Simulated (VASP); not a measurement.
# TaN (P6/mmm) in VASP: a series of runs

The runs below take TaN through single point, with LDA+U.

Everything below comes from runs of VASP 6.6.1. Logs are shortened: lines on timing, memory, paths and dates and some standing lists are left out, and cuts for length are marked.

### 1 The cell of the first run

It takes space group P6/mmm (No. 191, hexagonal). The conventional cell has a = 5.185 Å, b = 5.185 Å, c = 2.908 Å, α = 90.00°, β = 90.00°, γ = 120.00°. Within 3.4 Å of Ta (site symmetry 6/mmm) lie 6 N at 2.59 Å and 14 Ta at 2.91 to 3.33 Å. Ta (site symmetry -6m2) has 6 N at 2.09 Å and 5 Ta at 2.91 to 2.99 Å within 3.0 Å. N (site symmetry mmm) has 6 Ta at 2.09 to 2.59 Å and 6 N at 2.59 to 2.91 Å within 3.0 Å.

### 2 Single point, LDA+U, non-collinear spin, zero start

File INCAR:

```
SYSTEM = TaN
  PREC = Accurate
  ENCUT = 520
  EDIFF = 1E-6
  ISMEAR = 0
  SIGMA = 0.05
  LREAL = .FALSE.
  LASPH = .TRUE.
  NELM = 150
  ALGO = Normal
  ISIF = 2
  LWAVE = .FALSE.
  LCHARG = .TRUE.
  LNONCOLLINEAR = .TRUE.
  MAGMOM = 0 0 0 0 0 0 0 0 0 0 0 0 0 0 0 0 0 0
  LORBIT = 11
  LMAXMIX = 4
  LDAU = .TRUE.
  LDAUTYPE = 2
  LDAUL = 2 -1
  LDAUU = 4 0
  LDAUJ = 0 0
  LDAUPRINT = 1
  GGA = CA
  LVHAR = .TRUE.
  NBANDS = 64
```

File KPOINTS:

```
Automatic mesh
0
G
  4 4 7
  0 0 0
```

File POSCAR:

```
TaN
1.0
    5.1850002000      0.0000000000      0.0000000000
   -2.5925001000      4.4903418900      0.0000000000
    0.0000000000      0.0000000000      2.9080005300
Ta N
3 3
Direct
    0.0000000000      0.0000000000      0.0000000000
    0.3333333333      0.6666666667      0.5000000000
    0.6666666667      0.3333333333      0.5000000000
    0.5000000000      0.0000000000      0.0000000000
    0.5000000000      0.5000000000      0.0000000000
    0.0000000000      0.5000000000      0.0000000000
```

Potentials or basis: VASP PAW LDA potentials, release 64 (Ta_pv, N).

Run with:

```console
> cat potpaw_LDA.64/Ta_pv/POTCAR potpaw_LDA.64/N/POTCAR > POTCAR
> mpirun -np 1 vasp_ncl > vasp.out
```

OUTCAR:

```text
SYSTEM = TaN
   PREC = Accurate
   ENCUT = 520
   EDIFF = 1E-6
   ISMEAR = 0
   LREAL = .FALSE.
   LASPH = .TRUE.
   NELM = 150
   ISIF = 2
   LNONCOLLINEAR = .TRUE.
   LORBIT = 11
   GGA = CA

 ion  position               nearest neighbor table
   1  0.000  0.000  0.000-   5 2.59   6 2.59   6 2.59   5 2.59   4 2.59   4 2.59   2 3.33   3 3.33
                             2 3.33   3 3.33   2 3.33   2 3.33   3 3.33   3 3.33   2 3.33   3 3.33
   2  0.333  0.667  0.500-   4 2.09   4 2.09   6 2.09   6 2.09   5 2.09   5 2.09   3 2.99   3 2.99
                             3 2.99   1 3.33   1 3.33   1 3.33   1 3.33   1 3.33   1 3.33
   3  0.667  0.333  0.500-   4 2.09   4 2.09   6 2.09   6 2.09   5 2.09   5 2.09   2 2.99   2 2.99
                             2 2.99   1 3.33   1 3.33   1 3.33   1 3.33   1 3.33   1 3.33
   4  0.500  0.000  0.000-   2 2.09   3 2.09   2 2.09   3 2.09   1 2.59   1 2.59
   5  0.500  0.500  0.000-   2 2.09   3 2.09   2 2.09   3 2.09   1 2.59   1 2.59
   6  0.000  0.500  0.000-   2 2.09   3 2.09   2 2.09   3 2.09   1 2.59   1 2.59

  LATTYP: Found a hexagonal cell.
 ALAT       =     5.1850002000
 C/A-ratio  =     0.5608486823

  Lattice vectors:

 A1 = (   5.1850002000,   0.0000000000,   0.0000000000)
 A2 = (  -2.5925001000,   4.4903418900,   0.0000000000)
 A3 = (   0.0000000000,   0.0000000000,   2.9080005300)

Analysis of symmetry for initial positions (statically):
=====================================================================
 Subroutine PRICEL returns:
 Original cell was already a primitive cell.

 Routine SETGRP: Setting up the symmetry group for a
 hexagonal supercell.

 Subroutine GETGRP returns: Found 24 space group operations
 (whereof 24 operations were pure point group operations)
 out of a pool of 24 trial point group operations.

The static configuration has the point symmetry D_6h.

Analysis of symmetry for dynamics (positions and initial velocities):
=====================================================================
 Subroutine PRICEL returns:
 Original cell was already a primitive cell.

 Routine SETGRP: Setting up the symmetry group for a
 hexagonal supercell.

 Subroutine GETGRP returns: Found 24 space group operations
 (whereof 24 operations were pure point group operations)
 out of a pool of 24 trial point group operations.

The dynamic configuration has the point symmetry D_6h.

Analysis of structural, dynamic, and magnetic symmetry:
=====================================================================
 Subroutine PRICEL returns:
 Original cell was already a primitive cell.

 Routine SETGRP: Setting up the symmetry group for a
 hexagonal supercell.

 Subroutine GETGRP returns: Found 24 space group operations
 (whereof 24 operations were pure point group operations)
 out of a pool of 24 trial point group operations.

The overall configuration has the point symmetry D_6h.

 Subroutine INISYM returns: Found 24 space group operations
 (whereof 24 operations are pure point group operations),
 and found     1 'primitive' translations

----------------------------------------------------------------------------------------

                                     Primitive cell

  volume of cell :      67.7053

  direct lattice vectors                    reciprocal lattice vectors
     5.185000200  0.000000000  0.000000000     0.192864023  0.111350096  0.000000000
    -2.592500100  4.490341890  0.000000000     0.000000000  0.222700192  0.000000000
     0.000000000  0.000000000  2.908000530     0.000000000  0.000000000  0.343878892

  length of vectors
[... 112 lines left out ...]
   AEXX    =    0.0000 exact exchange contribution
   IVDW    =     0    specifies the selected vdW correction
   LEPSILON=     F    determine dielectric tensor
   LRPA    =     F    only Hartree local field effects (RPA)
 Gauss-broadening in eV      SIGMA  =   0.05
  energy-cutoff  :      520.00
  volume of cell :       67.71
 maximum number of plane-waves:      3680
 NGX is ok and might be reduce to    40
   NGX = 19   NGY = 19   NGZ = 11

 number of electron      48.0000007 magnetization       0.0000000      0.0000000      0.0000000

 number of electron      48.0000007 magnetization       0.0000000      0.0000000     -0.0000000

atom =   1  type =  1  l = 2
[... 135 lines left out ...]
  o =  0.2143  v = -0.7071  0.0000  0.0000  0.0000 -0.0000  0.0000 -0.0000 -0.0000 -0.0001 -0.0000      0.0000  0.0000 -0.0000 -0.0000 -0.7071 -0.0000  0.0001 -0.0000 -0.0000 -0.0000
  o =  0.2143  v =  0.0000  0.0000 -0.0000  0.0001  0.0000  0.6594  0.0000 -0.0000  0.0000 -0.2554      0.0000  0.0001  0.0000 -0.0000  0.0000 -0.2554 -0.0000 -0.0000  0.0000 -0.6594
  o =  0.2143  v =  0.0000 -0.0000  0.0000  0.0000 -0.0000 -0.3661 -0.0000 -0.0000 -0.0000 -0.6050      0.0000 -0.0000 -0.0000 -0.0000 -0.0000  0.6050  0.0000 -0.0000  0.0000 -0.3661
  o =  0.2143  v = -0.7071 -0.0000 -0.0000 -0.0000  0.0000 -0.0000  0.0000 -0.0000  0.0000 -0.0000      0.0000 -0.0000  0.0000  0.0000  0.7071  0.0000  0.0000 -0.0000 -0.0000 -0.0000
  o =  0.2436  v =  0.0000 -0.0132 -0.0000  0.6654  0.0000  0.0000 -0.0119  0.0000  0.2384 -0.0000      0.0000 -0.6655  0.0000 -0.0132  0.0000 -0.0000  0.2384 -0.0001  0.0119 -0.0000
  o =  0.2436  v = -0.0000 -0.0047  0.0000  0.2386 -0.0000  0.0000  0.0331  0.0000 -0.6647 -0.0000      0.0000 -0.2387 -0.0001 -0.0047 -0.0000 -0.0000 -0.6648 -0.0000 -0.0331 -0.0000
  o =  0.2436  v = -0.0001  0.0014 -0.0000  0.0001  0.0000  0.0000  0.0352 -0.0000  0.7063  0.0000      0.0000  0.0001  0.0000 -0.0014 -0.0001  0.0000 -0.7062 -0.0000  0.0352 -0.0000
  o =  0.2436  v =  0.0000  0.7062  0.0000  0.0339 -0.0000  0.0000 -0.0001 -0.0000 -0.0014  0.0001      0.0000  0.0339 -0.0000 -0.7063  0.0000  0.0001  0.0014 -0.0000 -0.0001 -0.0000
  o =  0.2663  v = -0.0000 -0.0000  0.0000  0.0001 -0.0000 -0.0000 -0.0000  0.1073 -0.0000 -0.0000      0.0000 -0.0001  0.0000 -0.0000 -0.0000  0.0000 -0.0000  0.9942  0.0000 -0.0000
  o =  0.2663  v = -0.0000  0.0000 -0.0010  0.0000  0.0000  0.0000  0.0000 -0.0000  0.0001  0.0000      0.0000 -0.0000 -1.0000  0.0000  0.0000  0.0000  0.0001  0.0000 -0.0000 -0.0000

 number of electron      48.0000007 magnetization      -0.0000000     -0.0000000      0.0000000

 Free energy of the ion-electron system (eV)
  ---------------------------------------------------
  ext. energy  EPLUGINS =         0.00000000
  ---------------------------------------------------
  free energy    TOTEN  =       -60.55623616 eV

  energy without entropy =      -60.55507464  energy(sigma->0) =      -60.55565540

 E-fermi :   8.5865     XC(G=0): -13.3026

 val. band max:        8.5376470080   @ k =   0.2500   0.0000   0.4286
 cond. band min:       8.7867365951   @ k =   0.0000   0.0000   0.2857
 fundamental gap:      0.2490895871
 Fermi energy:         8.5865427744

 k-point     1 :       0.0000    0.0000    0.0000
  band No.  band energies     occupation
      1     -28.2521      1.00000
      2     -28.2521      1.00000
      3     -28.2521      1.00000
      4     -28.2521      1.00000
      5     -27.9210      1.00000
      6     -27.9210      1.00000
[... 997 lines left out ...]
     59      12.0784      0.00000
     60      12.0784      0.00000
 [bands above 60 left out]

------------------------ aborting loop because EDIFF is reached ----------------------------------------

  FORCE on cell =-STRESS in cart. coord.  units (eV):
  Direction    XX          YY          ZZ          XY          YZ          ZX
  --------------------------------------------------------------------------------------
  -------------------------------------------------------------------------------------
  Total        3.5650651      3.5650651      4.2349420      0.0000000      0.0000000      0.0000000
  in kB       84.3636533     84.3636533    100.2156108      0.0000000      0.0000000      0.0000000
  external PRESSURE =      89.6476391 kB  Pullay stress =       0.0000000 kB

 VOLUME and BASIS-vectors are now :
 -----------------------------------------------------------------------------
  energy-cutoff  :      520.00
  volume of cell :       67.71
      direct lattice vectors                 reciprocal lattice vectors
     5.185000200  0.000000000  0.000000000     0.192864023  0.111350096  0.000000000
    -2.592500100  4.490341890  0.000000000     0.000000000  0.222700192  0.000000000
     0.000000000  0.000000000  2.908000530     0.000000000  0.000000000  0.343878892

 POSITION                                       TOTAL-FORCE (eV/Angst)
 -----------------------------------------------------------------------------------
      0.00000      0.00000      0.00000         0.000000      0.000000     -0.000000
     -0.00000      2.99356      1.45400        -0.000000      0.000000      0.000000
      2.59250      1.49678      1.45400         0.000000     -0.000000     -0.000000
      2.59250      0.00000      0.00000         0.000000      0.000000     -0.000000
      1.29625      2.24517      0.00000         0.000000      0.000000     -0.000000
     -1.29625      2.24517      0.00000         0.000000      0.000000     -0.000000
 -----------------------------------------------------------------------------------
    total drift:                               -0.000000      0.000000      0.000000

  FREE ENERGIE OF THE ION-ELECTRON SYSTEM (eV)
  ---------------------------------------------------
  free  energy   TOTEN  =       -60.5562361591 eV

  energy  without entropy=      -60.5550746387  energy(sigma->0) =      -60.55565540

 total charge

# of ion       s       p       d       tot
------------------------------------------
    1        0.295   6.134   2.117   8.546
    2        0.337   6.328   2.310   8.975
    3        0.337   6.328   2.310   8.975
    4        1.239   2.562   0.000   3.801
    5        1.239   2.562   0.000   3.801
    6        1.239   2.562   0.000   3.801
--------------------------------------------------
tot          4.687  26.475   6.737  37.898

 magnetization (x)

# of ion       s       p       d       tot
------------------------------------------
    1        0.000  -0.000   0.000   0.000
    2        0.000  -0.000   0.000   0.000
    3        0.000  -0.000   0.000   0.000
    4       -0.000   0.000   0.000  -0.000
    5        0.000   0.000   0.000   0.000
    6        0.000   0.000   0.000   0.000
--------------------------------------------------
tot          0.000   0.000   0.000   0.000

 magnetization (y)

# of ion       s       p       d       tot
------------------------------------------
    1        0.000   0.000   0.000   0.000
    2        0.000  -0.000  -0.000  -0.000
    3        0.000  -0.000   0.000   0.000
    4        0.000   0.000   0.000   0.000
    5        0.000   0.000   0.000   0.000
    6       -0.000   0.000   0.000   0.000
--------------------------------------------------
tot          0.000   0.000  -0.000  -0.000

 magnetization (z)

# of ion       s       p       d       tot
------------------------------------------
    1        0.000  -0.000   0.000  -0.000
    2       -0.000   0.000  -0.000  -0.000
    3       -0.000   0.000  -0.000  -0.000
    4       -0.000   0.000   0.000   0.000
    5       -0.000   0.000   0.000  -0.000
    6        0.000   0.000   0.000   0.000
--------------------------------------------------
tot         -0.000   0.000  -0.000  -0.000
```

It took 81 s on 1 thread of Intel Xeon 6975P-C (Granite Rapids), shared host; peak memory 0.31 GiB.

What came out:

* Free energy: -60.5562 eV
* Pressure: 9.0 GPa
* Band gap on the k mesh: zero (bands 48 and 49 overlap by 1.67 eV)
* Net moment: 0.00 μB per cell
* Valence electrons inside the program's atomic spheres: Ta 8.55, 8.97 (each value once); N 3.80

Stress tensor (GPa, compression positive):
```
 8.44  0.00  0.00
 0.00  8.44  0.00
 0.00  0.00 10.02
```

Moments on the atoms (μB; x, y, z):
```
Ta  0.00 0.00 0.00
Ta  0.00 0.00 0.00
Ta  0.00 0.00 0.00
N   0.00 0.00 0.00
N   0.00 0.00 0.00
N   0.00 0.00 0.00
```

Caveat: the cell stands under pressure; spin-orbit coupling is left out, which moves the levels of the heavy elements. The state reached can hang on the start; a lower one may exist.

### 3 Single point, LDA+U, collinear spin, zero start

File INCAR:

```
SYSTEM = TaN
PREC = Accurate
ENCUT = 700
EDIFF = 1E-6
ISMEAR = 0
SIGMA = 0.05
LREAL = .False.
LASPH = .True.
NELM = 200
ALGO = Normal
ISIF = 2
LWAVE = .False.
LCHARG = .False.
ISPIN = 2
MAGMOM = 0 0 0 0 0 0
LORBIT = 11
NUPDOWN = 0.0
LMAXMIX = 4
LDAU = .True.
LDAUTYPE = 2
LDAUL = 2 -1
LDAUU = 4 0
LDAUJ = 0 0
LDAUPRINT = 1
GGA = CA
NBANDS = 40
GGA_COMPAT = .False.
```

File KPOINTS:

```
regular mesh
0
Gamma
  4 4 7
  0 0 0
```

POSCAR is that of step 2.

Potentials or basis: VASP PAW LDA potentials, release 64 (Ta_sv_GW, N).

Run with:

```console
> cat potpaw_LDA.64/Ta_sv_GW/POTCAR potpaw_LDA.64/N/POTCAR > POTCAR
> mpirun -np 1 vasp_std > vasp.out
```

It took 2.6 min on 1 thread of AMD EPYC 9R45 (Zen 5), shared host; peak memory 0.26 GiB.

The run converged. Its results:

| Item | Value |
| --- | --- |
| Free energy | -68.3043 eV |
| Pressure | 8.6 GPa |
| Net moment | 0.00 μB per cell |
| Valence electrons inside the program's atomic spheres | Ta 11.29, 11.73 (each value once); N 3.79 |

Stress tensor (GPa, compression positive):
```
8.00 0.00 0.00
0.00 8.00 0.00
0.00 0.00 9.77
```

Eigenvalues of the final occupation matrices:
```csv
site,spin,trace,eigenvalues
site 1 d,1,1.05,0.15 0.15 0.24 0.24 0.26
site 1 d,2,1.05,0.15 0.15 0.24 0.24 0.26
site 2 d,1,1.14,0.21 0.21 0.23 0.23 0.26
site 2 d,2,1.14,0.21 0.21 0.23 0.23 0.26
site 3 d,1,1.14,0.21 0.21 0.23 0.23 0.26
site 3 d,2,1.14,0.21 0.21 0.23 0.23 0.26
```

Caveat: the cell stands under pressure; spin-orbit coupling is left out, which moves the levels of the heavy elements; the total moment is fixed, so each spin has its own Fermi level.

The gap in the log of VASP goes by the Fermi energy; the results here count the filled bands.